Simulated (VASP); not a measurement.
# Si2W (I4/mmm) in VASP: notebook

Aim: see how the results for Si2W move with the level of theory and the settings. Levels: RPBE, PBEsol. Tasks: relaxation of cell and atoms, single point.

Everything below comes from runs of VASP 6.6.1. Logs are shortened: lines on timing, memory, paths and dates and some standing lists are left out, and cuts for length are marked.

## Step 1: The cell of the first run

The structure is tetragonal, space group I4/mmm (No. 139). Conventional cell: a = 3.214 Å, b = 3.214 Å, c = 7.830 Å, α = 90.00°, β = 90.00°, γ = 90.00°. Within 3.4 Å of W (site symmetry 4/mmm) lie 10 Si at 2.62 Å and 4 W at 3.21 Å. Within 3.4 Å of Si (site symmetry 4mm) lie 9 Si at 2.59 to 3.21 Å and 5 W at 2.62 Å.

## Step 2: Relaxation of cell and atoms, RPBE

File INCAR:

```
PREC = Accurate
ENCUT = 600
EDIFF = 1E-7
ISMEAR = -1
SIGMA = 0.05
LREAL = False
LASPH = True
NELM = 60
ALGO = Normal
ISIF = 3
LWAVE = False
LCHARG = False
GGA = RP
IBRION = 2
NSW = 60
EDIFFG = -0.01
```

File KPOINTS:

```
Automatic mesh
0
Gamma
  12 12 12
```

File POSCAR:

```
Si2W
1.0
   -1.6069000000      1.6069000000      3.9149500000
    1.6069000000     -1.6069000000      3.9149500000
    1.6069000000      1.6069000000     -3.9149500000
W Si
1 2
Direct
    0.0000000000      0.0000000000      0.0000000000
    0.6653000000      0.6653000000      0.0000000000
    0.3347000000      0.3347000000      0.0000000000
```

Potentials or basis: VASP PAW PBE potentials, release 64 (W_sv, Si).

Started as:

```
cat potpaw_PBE.64/W_sv/POTCAR potpaw_PBE.64/Si/POTCAR > POTCAR
mpirun -np 1 vasp_std > vasp.out
```

OUTCAR:

```text
PREC = Accurate
   ENCUT = 600
   EDIFF = 1E-7
   ISMEAR = -1
   LREAL = False
   LASPH = True
   NELM = 60
   ISIF = 3
   GGA = RP
   IBRION = 2
   NSW = 60
   EDIFFG = -0.01

 ion  position               nearest neighbor table
   1  0.000  0.000  0.000-   2 2.62   2 2.62   2 2.62   3 2.62   2 2.62   3 2.62   3 2.62   3 2.62
                             2 2.62   3 2.62
   2  0.665  0.665  0.000-   3 2.59   1 2.62   1 2.62   1 2.62   1 2.62   1 2.62   3 2.63   3 2.63
                             3 2.63   3 2.63
   3  0.335  0.335  0.000-   2 2.59   1 2.62   1 2.62   1 2.62   1 2.62   1 2.62   2 2.63   2 2.63
                             2 2.63   2 2.63

  LATTYP: Found a body centered tetragonal cell.
 ALAT       =     3.2138000000
 C/A-ratio  =     2.4363370465

  Lattice vectors:

 A1 = (  -1.6069000000,   1.6069000000,   3.9149500000)
 A2 = (   1.6069000000,  -1.6069000000,   3.9149500000)
 A3 = (   1.6069000000,   1.6069000000,  -3.9149500000)

Analysis of symmetry for initial positions (statically):
=====================================================================
 Subroutine PRICEL returns:
 Original cell was already a primitive cell.

 Routine SETGRP: Setting up the symmetry group for a
 body centered tetragonal supercell.

 Subroutine GETGRP returns: Found 16 space group operations
 (whereof 16 operations were pure point group operations)
 out of a pool of 16 trial point group operations.

The static configuration has the point symmetry D_4h.

Analysis of symmetry for dynamics (positions and initial velocities):
=====================================================================
 Subroutine PRICEL returns:
 Original cell was already a primitive cell.

 Routine SETGRP: Setting up the symmetry group for a
 body centered tetragonal supercell.

 Subroutine GETGRP returns: Found 16 space group operations
 (whereof 16 operations were pure point group operations)
 out of a pool of 16 trial point group operations.

The dynamic configuration has the point symmetry D_4h.

 Subroutine INISYM returns: Found 16 space group operations
 (whereof 16 operations are pure point group operations),
 and found     1 'primitive' translations

----------------------------------------------------------------------------------------

                                     Primitive cell

  volume of cell :      40.4356

[... 110 lines left out ...]
     AMIX_MAG =   1.60;   BMIX_MAG =  1.00
  volume/ion in A,a.u.               =      13.48        90.96
  Fermi-wavevector in a.u.,A,eV,Ry     =   1.336476  2.525573 24.302284  1.786167
  Thomas-Fermi vector in A             =   2.465099
   LORBIT       =      0    0 simple, 1 ext, 2 COOP (PROOUT), +10 PAW based schemes
   GGA     = RP    functional components
   LHFCALC =     F    Hartree Fock is set to
   AEXX    =    0.0000 exact exchange contribution
   IVDW    =     0    specifies the selected vdW correction
   LEPSILON=     F    determine dielectric tensor
   LRPA    =     F    only Hartree local field effects (RPA)
 conjugate gradient relaxation of ions
 non-spin polarized calculation
  energy-cutoff  :      600.00
  volume of cell :       40.44
 maximum number of plane-waves:      1372
   NGX = 19   NGY = 19   NGZ = 19

--------------------------------------- Ionic step        1  -------------------------------------------

 number of electron      21.9999999 magnetization

 Free energy of the ion-electron system (eV)
  ---------------------------------------------------
  ext. energy  EPLUGINS =         0.00000000
  ---------------------------------------------------
  free energy    TOTEN  =       -23.63658134 eV

  energy without entropy =      -23.63463143  energy(sigma->0) =      -23.63560638

------------------------ aborting loop because EDIFF is reached ----------------------------------------

  FORCE on cell =-STRESS in cart. coord.  units (eV):
  Direction    XX          YY          ZZ          XY          YZ          ZX
  --------------------------------------------------------------------------------------
  -------------------------------------------------------------------------------------
  Total        1.4277105      1.4277105      1.5830524      0.0000000     -0.0000000      0.0000000
  in kB       56.5700850     56.5700850     62.7251862      0.0000000     -0.0000000      0.0000000
  external PRESSURE =      58.6217854 kB  Pullay stress =       0.0000000 kB
[... 172 lines left out ...]
--------------------------------------- Ionic step        6  -------------------------------------------

 number of electron      22.0000000 magnetization

 Free energy of the ion-electron system (eV)
  ---------------------------------------------------
  ext. energy  EPLUGINS =         0.00000000
  ---------------------------------------------------
  free energy    TOTEN  =       -23.65544550 eV

  energy without entropy =      -23.65341319  energy(sigma->0) =      -23.65442934

 E-fermi :  11.6968     XC(G=0): -12.3798

 val. band max:       11.6473728983   @ k =  -0.3333  -0.4167   0.3333
 cond. band min:      11.7087465820   @ k =  -0.4167  -0.4167   0.3333
 fundamental gap:      0.0613736837
 Fermi energy:        11.6967714203

 k-point     1 :       0.0000    0.0000    0.0000
  band No.  band energies     occupation
      1     -62.2498      2.00000
      2     -26.4794      2.00000
      3     -26.4753      2.00000
      4     -26.4753      2.00000
      5      -2.1871      2.00000
      6       4.9953      2.00000
      7       7.9370      2.00000
      8       8.4989      2.00000
      9       8.9064      2.00000
     10       8.9064      2.00000
     11      12.2780      0.00002
     12      14.2899      0.00000
     13      14.6424      0.00000
     14      14.6878      0.00000
[... 401 lines left out ...]
      2     -26.6502      2.00000
      3     -26.5055      2.00000
      4     -26.4598      2.00000
      5       0.8330      2.00000
      6       3.4934      2.00000
      7       6.0386      2.00000
      8       7.2180      2.00000
      9       8.8799      2.00000
     10       9.3548      2.00000
     11       9.5244      2.00000
     12      13.7069      0.00000
     13      14.2878      0.00000
     14      14.9892      0.00000
     15      16.2916      0.00000

 [... further k-points ...]

------------------------ aborting loop because EDIFF is reached ----------------------------------------

  FORCE on cell =-STRESS in cart. coord.  units (eV):
  Direction    XX          YY          ZZ          XY          YZ          ZX
  --------------------------------------------------------------------------------------
  -------------------------------------------------------------------------------------
  Total        0.0093426      0.0093426      0.0149869      0.0000000     -0.0000000      0.0000000
  in kB        0.3609263      0.3609263      0.5789823      0.0000000     -0.0000000      0.0000000
  external PRESSURE =       0.4336117 kB  Pullay stress =       0.0000000 kB
[... 18 lines left out ...]
  FREE ENERGIE OF THE ION-ELECTRON SYSTEM (eV)
  ---------------------------------------------------
  free  energy   TOTEN  =       -23.6554454981 eV

  energy  without entropy=      -23.6534131910  energy(sigma->0) =      -23.65442934

 reached required accuracy - stopping structural energy minimisation
```

OSZICAR:

```text
N       E                     dE             d eps       ncg     rms          rms(c)
DAV:   1     0.136732001049E+03    0.13673E+03   -0.12147E+04  4890   0.164E+03
DAV:   2    -0.200068324759E+02   -0.15674E+03   -0.15467E+03  5583   0.382E+02
DAV:   3    -0.244369836410E+02   -0.44302E+01   -0.43324E+01  6605   0.542E+01
[... 56 lines left out ...]
       N       E                     dE             d eps       ncg     rms          rms(c)
DAV:   1    -0.236554741017E+02   -0.36882E-04   -0.10126E-03  5590   0.316E-01    0.278E-02
DAV:   2    -0.236554520438E+02    0.22058E-04   -0.42947E-05  5919   0.539E-02    0.139E-02
DAV:   3    -0.236554455174E+02    0.65264E-05   -0.18051E-05  6297   0.320E-02    0.450E-03
DAV:   4    -0.236554454981E+02    0.19241E-07   -0.85576E-07  5233   0.728E-03
   6 F= -.23655445E+02 E0= -.23654429E+02  d E =-.543551E-04
```

CONTCAR:

```text
Si2W
   1.00000000000000
    -1.6207211329422804    1.6207211329422804    3.9471257328592797
     1.6207211329422804   -1.6207211329422804    3.9471257328592797
     1.6207211329422804    1.6207211329422804   -3.9471257328592797
  W               Si
     1     2
Direct
     0.0000000000000000    0.0000000000000000    0.0000000000000000
     0.6655907774240668    0.6655907774240668    0.0000000000000000
     0.3344092225759332    0.3344092225759332    0.0000000000000000

  0.00000000E+00  0.00000000E+00  0.00000000E+00
  0.00000000E+00  0.00000000E+00  0.00000000E+00
  0.00000000E+00  0.00000000E+00  0.00000000E+00
```

Wall time 6.6 min (1 thread of Intel Xeon Platinum 8375C at 2.90GHz (Ice Lake), shared host); peak memory 0.3 GiB.

What came out:

```
Free energy                           : -23.6554 eV
Relaxed volume                        : 13.82 Å³/atom
Relaxed cell                          : a = 4.564 Å, b = 4.564 Å, c = 4.564 Å, α = 138.40°, β = 138.40°, γ = 60.29°
Space group after relaxing (to 0.1 Å) : I4/mmm (No. 139)
Energy gained by relaxing             : 6.3 meV/atom
Ionic steps                           : 6
Pressure after relaxing               : 0.0 GPa
Largest force after relaxing          : 0.003 eV/Å
Band gap on the k mesh                : zero (bands 11 and 12 overlap by 1.26 eV)
```

Forces in eV/Å, atoms in the order of the input:
```
W    0.000  0.000  0.000
Si   0.000  0.000  0.003
Si   0.000  0.000 -0.003
```

Step by step:
| step | energy change (eV) | largest force (eV/Å) | pressure (GPa) | volume (Å³) |
| --- | --- | --- | --- | --- |
| 1 | 0.0000 | 0.1166 | 5.86 | 40.44 |
| 2 | 0.0375 | 0.1653 | -8.88 | 43.39 |
| 3 | -0.0188 | 0.0052 | -0.06 | 41.49 |
| 4 | -0.0188 | 0.0073 | 0.05 | 41.47 |
| 5 | -0.0189 | 0.0019 | 0.04 | 41.47 |
| 6 | -0.0189 | 0.0035 | 0.04 | 41.47 |

Final structure:
```xyz
3
Lattice="-1.6207 1.6207 3.9471 1.6207 -1.6207 3.9471 1.6207 1.6207 -3.9471" Properties=species:S:1:pos:R:3 pbc="T T T"
W     0.0000    0.0000    0.0000
Si    0.0000    0.0000    5.2543
Si    0.0000    0.0000    2.6399
```

Levels at points of the mesh, in eV from the Fermi level:
```csv
k point,band 9,band 10,band 11,band 12,band 13,band 14
"(0.00, 0.00, 0.00)",-2.79,-2.79,0.58,2.59,2.95,2.99
"(0.50, 0.00, 0.00)",-2.73,-2.69,-0.43,2.61,2.72,3.88
"(0.50, 0.50, 0.00)",-4.94,-3.16,-1.78,2.69,2.87,3.02
"(0.50, 0.50, 0.50)",-0.87,-0.87,-0.49,-0.49,0.75,4.41
```

Caveat: the PAW data sets were made with another functional, which shifts forces and pressure a little; spin-orbit coupling is left out, which moves the levels of the heavy elements. RPBE and its kin give volumes clearly too large for solids.

## Step 3: Single point, PBEsol

This run uses another cell than the first one, of 13.21 Å³/atom.

File INCAR:

```
SYSTEM = Si2W
PREC = Accurate
ENCUT = 520
EDIFF = 1E-6
ISMEAR = -1
SIGMA = 0.05
LREAL = .False.
LASPH = .True.
NELM = 100
ALGO = Normal
ISIF = 2
LWAVE = .False.
LCHARG = .False.
GGA = PS
NBANDS = 18
```

File KPOINTS:

```
Automatic mesh
0
Gamma
  12 12 12
  0 0 0
```

File POSCAR:

```
Si2W
1.0
   -1.5961151113      1.5961151113      3.8886743761
    1.5961151113     -1.5961151113      3.8886743761
    1.5961151113      1.5961151113     -3.8886743761
W Si
1 2
Direct
    0.0000000000      0.0000000000      0.0000000000
    0.6653000000      0.6653000000      0.0000000000
    0.3347000000      0.3347000000      0.0000000000
```

Potentials or basis: VASP PAW PBE potentials, release 64 (W_sv, Si).

Started as:

```
cat potpaw_PBE.64/W_sv/POTCAR potpaw_PBE.64/Si/POTCAR > POTCAR
mpirun -np 1 vasp_std > vasp.out
```

It took 4.3 min on 1 thread of Intel Xeon Platinum 8375C at 2.90GHz (Ice Lake), shared host; peak memory 0.28 GiB.

It converged, with:

```yaml
Free_energy: -26.6353 eV
Pressure: 3.2 GPa
Largest_force: 0.082 eV/Å
Band_gap_on_the_k_mesh: zero (bands 11 and 12 overlap by 1.33 eV)
```

Forces on the atoms (eV/Å):
```
W    0.000  0.000  0.000
Si   0.000  0.000  0.082
Si   0.000  0.000 -0.082
```

Stress tensor (GPa, compression positive):
```
2.76 0.00 0.00
0.00 2.76 0.00
0.00 0.00 3.97
```

Levels at points of the mesh, in eV from the Fermi level:
| k point | band 8 | band 9 | band 10 | band 11 | band 12 | band 13 | band 14 | band 15 |
| --- | --- | --- | --- | --- | --- | --- | --- | --- |
| (0.00, 0.00, 0.00) | -3.48 | -2.91 | -2.91 | 0.60 | 2.82 | 2.88 | 3.12 | 3.12 |
| (0.50, 0.00, 0.00) | -4.93 | -2.88 | -2.86 | -0.48 | 2.75 | 2.82 | 3.98 | 4.57 |
| (0.50, 0.50, 0.00) | -5.48 | -5.11 | -3.36 | -1.78 | 2.89 | 3.02 | 3.19 | 3.96 |
| (0.50, 0.50, 0.50) | -2.66 | -0.84 | -0.84 | -0.53 | -0.53 | 0.79 | 4.60 | 5.12 |

Caveat: the cell stands under pressure; the PAW data sets were made with another functional, which shifts forces and pressure a little; spin-orbit coupling is left out, which moves the levels of the heavy elements.
